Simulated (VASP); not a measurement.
# ZnS (Wurtzite-2H) (P1) in VASP: further runs

Runs on ZnS (Wurtzite-2H). Level: r2SCAN. Tasks: single point.

Everything below comes from runs of VASP 6.6.1. Logs are shortened: lines on timing, memory, paths and dates and some standing lists are left out, and cuts for length are marked.

### Step 1. The cell of the first run

The typed cell holds 4 atoms: a = 3.811 Å, b = 3.811 Å, c = 6.234 Å, α = 90.00°, β = 90.00°, γ = 120.00°.

### Step 2. Single point, r2SCAN

Input file POSCAR:

```
ZnS
1.0
    3.8110000000      0.0000000000      0.0000000000
   -1.9055000000      3.3004228100      0.0000000000
    0.0000000000      0.0000000000      6.2340000000
Zn S
2 2
Direct
    0.3317707502      0.6652455720      0.0007758753
    0.6668739081      0.3337400259      0.5002670631
    0.3343738688      0.6703570901      0.3830381899
    0.6683900814      0.3317115814      0.8848349384
```

Input file INCAR.step1:

```
PREC = Accurate
ENCUT = 550
ISMEAR = 0
SIGMA = 0.1
LREAL = F
LASPH = T
NELM = 120
NBANDS = 26
GGA = PE
ALGO = Normal
EDIFF = 1E-5
LWAVE = T
LCHARG = F
GGA_COMPAT = F
```

Input file INCAR.step2:

```
PREC = Accurate
ENCUT = 550
EDIFF = 1E-6
ISMEAR = 0
SIGMA = 0.1
LREAL = F
LASPH = T
NELM = 120
ALGO = Normal
ISIF = 2
LWAVE = F
LCHARG = F
METAGGA = R2SCAN
LMIXTAU = T
NBANDS = 26
ISTART = 1
GGA_COMPAT = F
```

Input file KPOINTS:

```
Automatic mesh
0
Gamma
  2 2 1
```

Potentials or basis: VASP PAW PBE potentials, release 64 (Zn, S).

Command:

```sh
> cat potpaw_PBE.64/Zn/POTCAR potpaw_PBE.64/S/POTCAR > POTCAR
> cp INCAR.step1 INCAR
> mpirun -np 1 vasp_std > vasp.out
> cp INCAR.step2 INCAR
> mpirun -np 1 vasp_std > vasp.out
```

OUTCAR:

```text
PREC = Accurate
   ENCUT = 550
   EDIFF = 1E-6
   ISMEAR = 0
   LREAL = F
   LASPH = T
   NELM = 120
   ISIF = 2
   METAGGA = R2SCAN
   ISTART = 1

 ion  position               nearest neighbor table
   1  0.332  0.665  0.001-   4 2.31   4 2.32   4 2.33   3 2.38
   2  0.667  0.334  0.500-   3 2.31   3 2.32   3 2.33   4 2.40
   3  0.334  0.670  0.383-   2 2.31   2 2.32   2 2.33   1 2.38
   4  0.668  0.332  0.885-   1 2.31   1 2.32   1 2.33   2 2.40

  LATTYP: Found a hexagonal cell.
 ALAT       =     3.8110000000
 C/A-ratio  =     1.6357911309

  Lattice vectors:

 A1 = (   3.8110000000,   0.0000000000,   0.0000000000)
 A2 = (  -1.9055000000,   3.3004228100,   0.0000000000)
 A3 = (   0.0000000000,   0.0000000000,   6.2340000000)

Analysis of symmetry for initial positions (statically):
=====================================================================
 Subroutine PRICEL returns:
 Original cell was already a primitive cell.

 Routine SETGRP: Setting up the symmetry group for a
 hexagonal supercell.

 Subroutine GETGRP returns: Found  1 space group operations
 (whereof  1 operations were pure point group operations)
 out of a pool of 24 trial point group operations.

The static configuration has the point symmetry C_1 .

Analysis of symmetry for dynamics (positions and initial velocities):
=====================================================================
 Subroutine PRICEL returns:
 Original cell was already a primitive cell.

 Routine SETGRP: Setting up the symmetry group for a
 hexagonal supercell.

 Subroutine GETGRP returns: Found  1 space group operations
 (whereof  1 operations were pure point group operations)
 out of a pool of 24 trial point group operations.

The dynamic configuration has the point symmetry C_1 .

 Subroutine INISYM returns: Found  1 space group operations
 (whereof  1 operations are pure point group operations),
 and found     1 'primitive' translations

----------------------------------------------------------------------------------------

                                     Primitive cell

  volume of cell :      78.4107

[... 65 lines left out ...]
   ISPIN  =      1    spin polarized calculation?
   LNONCOLLINEAR =      F non collinear calculations
   LSORBIT =      F    spin-orbit coupling
   LASPH  =      T    aspherical Exc in radial PAW
   ENCUT  =  550.0 eV  40.42 Ry    6.36 a.u.   7.29  7.29 11.92*2*pi/ulx,y,z
   NELM   =    120;   NELMIN=  2; NELMDL=  0     # of ELM steps
   EDIFF  = 0.1E-05   stopping-criterion for ELM
   LREAL  =      F    real-space projection
   EDIFFG = 0.1E-04   stopping-criterion for IOM
   NSW    =      0    number of steps for IOM
   IBRION =     -1    ionic relax: 0-MD 1-quasi-New 2-CG
   NFREE  =      0    steps in history (QN), initial steepest desc. (CG)
   ISIF   =      2    stress and relaxation
   ISYM   =      2    0-nonsym 1-usesym 2-fastsym
   POTIM  = 0.5000    time-step for ionic-motion
   TEBEG  =    0.0;   TEEND  =   0.0 temperature during run
   PSTRESS=    0.0 pullay stress
   NELECT =      36.0000    total number of electrons
   NUPDOWN=      -1.0000    fix difference up-down
   EMIN   =  10.00;   EMAX   =-10.00  energy-range for DOS
   EFERMI =   0.00;   METHOD = LEGACY
   ISMEAR =     0;   SIGMA  =   0.10  broadening in eV -4-tet -1-fermi 0-gaus
   EFERMI_NEDOS =   21; number of points for ismear=-14 and -15
   IALGO  =     38    algorithm
   IMIX   =      4    mixing-type and parameters
     AMIX     =   0.40;   BMIX     =  1.00
     AMIX_MAG =   1.60;   BMIX_MAG =  1.00
  volume/ion in A,a.u.               =      19.60       132.29
  Fermi-wavevector in a.u.,A,eV,Ry     =   1.262943  2.386617 21.701647  1.595026
  Thomas-Fermi vector in A             =   2.396326
   LORBIT       =      0    0 simple, 1 ext, 2 COOP (PROOUT), +10 PAW based schemes
   METAGGA = R2SCAN    functional components
   LHFCALC =     F    Hartree Fock is set to
   AEXX    =    0.0000 exact exchange contribution
   IVDW    =     0    specifies the selected vdW correction
   LEPSILON=     F    determine dielectric tensor
   LRPA    =     F    only Hartree local field effects (RPA)
 non-spin polarized calculation
 Gauss-broadening in eV      SIGMA  =   0.10
  energy-cutoff  :      550.00
  volume of cell :       78.41
 maximum number of plane-waves:      2297
 NGX is ok and might be reduce to    30
   NGX = 15   NGY = 15   NGZ = 23

 number of electron      35.9999999 magnetization

 Free energy of the ion-electron system (eV)
  ---------------------------------------------------
  ext. energy  EPLUGINS =         0.00000000
  ---------------------------------------------------
  free energy    TOTEN  =       -36.72405446 eV

  energy without entropy =      -36.72405446  energy(sigma->0) =      -36.72405446

 E-fermi :   2.4823     XC(G=0): -10.2668

 val. band max:        2.0042085487   @ k =   0.0000   0.0000   0.0000
 cond. band min:       4.7819092691   @ k =   0.0000   0.0000   0.0000
 fundamental gap:      2.7777007205
 Fermi energy:         2.4822574376

 k-point     1 :       0.0000    0.0000    0.0000
  band No.  band energies     occupation
      1     -11.7046      2.00000
      2     -10.7447      2.00000
      3      -4.6671      2.00000
      4      -4.6584      2.00000
      5      -4.6143      2.00000
      6      -4.5931      2.00000
[... 105 lines left out ...]
     25      11.6173      0.00000
     26      14.0116      0.00000

------------------------ aborting loop because EDIFF is reached ----------------------------------------

  FORCE on cell =-STRESS in cart. coord.  units (eV):
  Direction    XX          YY          ZZ          XY          YZ          ZX
  --------------------------------------------------------------------------------------
  -------------------------------------------------------------------------------------
  Total        3.0441314      3.2087315     -3.5724595      0.1074450      0.0435014      0.0401351
  in kB       62.2011830     65.5644820    -72.9965895      2.1954391      0.8888703      0.8200867
  external PRESSURE =      18.2563585 kB  Pullay stress =       0.0000000 kB

 VOLUME and BASIS-vectors are now :
 -----------------------------------------------------------------------------
  energy-cutoff  :      550.00
  volume of cell :       78.41
      direct lattice vectors                 reciprocal lattice vectors
     3.811000000  0.000000000  0.000000000     0.262398321  0.151495741  0.000000000
    -1.905500000  3.300422810  0.000000000     0.000000000  0.302991482  0.000000000
     0.000000000  0.000000000  6.234000000     0.000000000  0.000000000  0.160410651

 POSITION                                       TOTAL-FORCE (eV/Angst)
 -----------------------------------------------------------------------------------
     -0.00325      2.19559      0.00484         0.087301      0.001330      0.324461
      1.90551      1.10148      3.11866        -0.017004      0.071136      0.362980
     -0.00307      2.21246      2.38786         0.030064     -0.092291     -0.287094
      1.91516      1.09479      5.51606        -0.100361      0.019824     -0.400347
 -----------------------------------------------------------------------------------
    total drift:                                0.002045     -0.000666     -0.016469

  FREE ENERGIE OF THE ION-ELECTRON SYSTEM (eV)
  ---------------------------------------------------
  free  energy   TOTEN  =       -36.7240544570 eV

  energy  without entropy=      -36.7240544570  energy(sigma->0) =      -36.72405446
```

OSZICAR.step1:

```text
N       E                     dE             d eps       ncg     rms          rms(c)
DAV:   1     0.255205475425E+03    0.25521E+03   -0.17537E+04   208   0.172E+03
DAV:   2     0.125238100244E+02   -0.24268E+03   -0.23243E+03   216   0.360E+02
DAV:   3    -0.130487718426E+02   -0.25573E+02   -0.25314E+02   252   0.114E+02
DAV:   4    -0.137059443232E+02   -0.65717E+00   -0.65540E+00   224   0.180E+01
DAV:   5    -0.137168185908E+02   -0.10874E-01   -0.10872E-01   256   0.237E+00    0.952E+00
DAV:   6    -0.126483347059E+02    0.10685E+01   -0.20042E+00   310   0.386E+01    0.769E+00
DAV:   7    -0.126332643317E+02    0.15070E-01   -0.15635E+00   222   0.713E+00    0.394E+00
DAV:   8    -0.126310427043E+02    0.22216E-02   -0.42931E-02   250   0.198E+00    0.130E+00
DAV:   9    -0.126327378483E+02   -0.16951E-02   -0.78102E-03   268   0.126E+00    0.292E-01
DAV:  10    -0.126328913763E+02   -0.15353E-03   -0.66325E-04   262   0.297E-01    0.150E-01
DAV:  11    -0.126332761802E+02   -0.38480E-03   -0.57165E-04   214   0.262E-01    0.112E-01
DAV:  12    -0.126332663681E+02    0.98121E-05   -0.44966E-05   248   0.197E-01
   1 F= -.12633266E+02 E0= -.12633266E+02  d E =-.117123E-12
```

Run time: 34 s. Hardware: 1 thread of Intel Xeon Platinum 8488C (Sapphire Rapids), shared host; peak memory 0.2 GiB.

Results:

* Free energy: -36.7241 eV
* Pressure: 1.8 GPa
* Largest force: 0.413 eV/Å
* Band gap on the k mesh: 2.78 eV, direct

Forces on the atoms (eV/Å):
```
Zn   0.087  0.001  0.324
Zn  -0.017  0.071  0.363
S    0.030 -0.092 -0.287
S   -0.100  0.020 -0.400
```

Caveat: the k points lie up to 1.01 Å⁻¹ apart; the PAW data sets were made with another functional, which shifts forces and pressure a little. r2SCAN opens gaps a little over a GGA but as a rule still falls short of measured ones.

### Step 3. Single point, r2SCAN

Input file POSCAR:

```
ZnS
1.0
    3.8110000000      0.0000000000      0.0000000000
   -1.9055000000      3.3004228100      0.0000000000
    0.0000000000      0.0000000000      6.2340000000
Zn S
2 2
Direct
    0.3309936570      0.6645351177      0.0011757376
    0.6669787049      0.3339473324      0.5004136812
    0.3348918960      0.6721917755      0.3820351731
    0.6692430691      0.3309029666      0.8847235091
```

Input file INCAR.step1:

```
SYSTEM = ZnS
ALGO = Normal ; EDIFF = 1E-5
ENCUT = 550 ; GGA = PE
GGA_COMPAT = .FALSE. ; ISMEAR = 0
LASPH = .TRUE. ; LCHARG = .FALSE.
LREAL = .FALSE. ; LWAVE = .TRUE.
NBANDS = 26 ; NELM = 120
PREC = Accurate ; SIGMA = 0.1
```

Input file INCAR.step2:

```
SYSTEM = ZnS
ALGO = Normal ; EDIFF = 1E-6
ENCUT = 550 ; GGA_COMPAT = .FALSE.
ISIF = 2 ; ISMEAR = 0
ISTART = 1 ; LASPH = .TRUE.
LCHARG = .FALSE. ; LMIXTAU = .TRUE.
LREAL = .FALSE. ; LWAVE = .FALSE.
METAGGA = R2SCAN ; NBANDS = 26
NELM = 120 ; PREC = Accurate
SIGMA = 0.1
```

Input file KPOINTS:

```
k-points
0
G
  2 2 1
  0 0 0
```

Potentials or basis: VASP PAW PBE potentials, release 64 (Zn, S).

Command:

```sh
> cat potpaw_PBE.64/Zn/POTCAR potpaw_PBE.64/S/POTCAR > POTCAR
> cp INCAR.step1 INCAR
> mpirun -np 1 vasp_std > vasp.out
> cp INCAR.step2 INCAR
> mpirun -np 1 vasp_std > vasp.out
```

Run time: 34 s. Hardware: 1 thread of Intel Xeon Platinum 8488C (Sapphire Rapids), shared host; peak memory 0.2 GiB.

Results (log left out):

| Property | Result |
| --- | --- |
| Free energy | -36.7256 eV |
| Pressure | 1.8 GPa |
| Largest force | 0.437 eV/Å |
| Band gap on the k mesh | 2.78 eV, direct |

Forces in eV/Å, atoms in the order of the input:
```
Zn   0.130  0.002  0.294
Zn  -0.025  0.106  0.353
S    0.044 -0.137 -0.237
S   -0.149  0.028 -0.409
```

Stress tensor (GPa, compression positive):
```
 6.07  0.32  0.13
 0.32  6.56  0.14
 0.13  0.14 -7.19
```

Levels at points of the mesh, in eV from the valence-band top:
| k point | band 16 | band 17 | band 18 | band 19 | band 20 | band 21 |
| --- | --- | --- | --- | --- | --- | --- |
| (0.00, 0.00, 0.00) | -0.02 | 0.00 | 0.00 | 2.78 | 3.47 | 6.71 |
| (0.50, 0.00, 0.00) | -2.32 | -1.65 | -0.99 | 3.94 | 4.75 | 5.45 |
| (0.00, 0.50, 0.00) | -2.32 | -1.67 | -0.99 | 3.94 | 4.77 | 5.52 |
| (0.50, 0.50, 0.00) | -2.33 | -1.59 | -0.99 | 3.91 | 4.70 | 5.37 |

Caveat: the k points lie up to 1.01 Å⁻¹ apart; the PAW data sets were made with another functional, which shifts forces and pressure a little.

### Step 4. Single point, r2SCAN

Input file POSCAR:

```
ZnS
1.0
    3.8110000000      0.0000000000      0.0000000000
   -1.9055000000      3.3004228100      0.0000000000
    0.0000000000      0.0000000000      6.2340000000
Zn S
2 2
Direct
    0.3302215711      0.6638248383      0.0015825721
    0.6670849427      0.3341593486      0.5005687078
    0.3354071958      0.6740139556      0.3810206155
    0.6700856345      0.3300968959      0.8845922521
```

Input file INCAR.step1:

```
SYSTEM = ZnS
PREC = Accurate
ENCUT = 550
ISMEAR = 0
SIGMA = 0.1
LREAL = .FALSE.
LASPH = .TRUE.
NELM = 120
NBANDS = 26
GGA = PE
ALGO = Normal
EDIFF = 1E-5
LWAVE = .TRUE.
LCHARG = .FALSE.
GGA_COMPAT = .FALSE.
```

Input file INCAR.step2:

```
SYSTEM = ZnS
PREC = Accurate
ENCUT = 550
EDIFF = 1E-6
ISMEAR = 0
SIGMA = 0.1
LREAL = .FALSE.
LASPH = .TRUE.
NELM = 120
ALGO = Normal
ISIF = 2
LWAVE = .FALSE.
LCHARG = .TRUE.
METAGGA = R2SCAN
LMIXTAU = .TRUE.
LELF = .TRUE.
LVHAR = .TRUE.
NBANDS = 26
ISTART = 1
GGA_COMPAT = .FALSE.
```

Input file KPOINTS:

```
regular mesh
0
G
  2 2 1
  0 0 0
```

Command:

```sh
> cat potpaw_PBE.64/Zn/POTCAR potpaw_PBE.64/S/POTCAR > POTCAR
> cp INCAR.step1 INCAR
> mpirun -np 1 vasp_std > vasp.out
> cp INCAR.step2 INCAR
> mpirun -np 1 vasp_std > vasp.out
```

It took 34 s on 1 thread of Intel Xeon Platinum 8488C (Sapphire Rapids), shared host; peak memory 0.2 GiB.

The run converged. Its results:

```
Free energy            : -36.7262 eV
Pressure               : 1.8 GPa
Largest force          : 0.464 eV/Å
Band gap on the k mesh : 2.77 eV, direct
```

Forces on the atoms (eV/Å):
```
Zn   0.172  0.004  0.262
Zn  -0.031  0.141  0.342
S    0.057 -0.180 -0.185
S   -0.197  0.036 -0.418
```

Stress tensor (GPa, compression positive):
```
 5.92  0.42  0.17
 0.42  6.57  0.19
 0.17  0.19 -7.08
```

Levels at points of the mesh, in eV from the valence-band top:
| k point | band 14 | band 15 | band 16 | band 17 | band 18 | band 19 | band 20 | band 21 | band 22 | band 23 |
| --- | --- | --- | --- | --- | --- | --- | --- | --- | --- | --- |
| (0.00, 0.00, 0.00) | -0.94 | -0.86 | -0.02 | -0.01 | 0.00 | 2.77 | 3.47 | 6.70 | 6.73 | 7.05 |
| (0.50, 0.00, 0.00) | -4.30 | -3.28 | -2.32 | -1.67 | -0.98 | 3.94 | 4.75 | 5.45 | 7.45 | 7.97 |
| (0.00, 0.50, 0.00) | -4.33 | -3.26 | -2.32 | -1.70 | -0.98 | 3.94 | 4.78 | 5.53 | 7.46 | 7.91 |
| (0.50, 0.50, 0.00) | -4.23 | -3.33 | -2.33 | -1.59 | -0.98 | 3.91 | 4.69 | 5.33 | 7.45 | 8.07 |

Caveat: the k points lie up to 1.01 Å⁻¹ apart; the PAW data sets were made with another functional, which shifts forces and pressure a little.
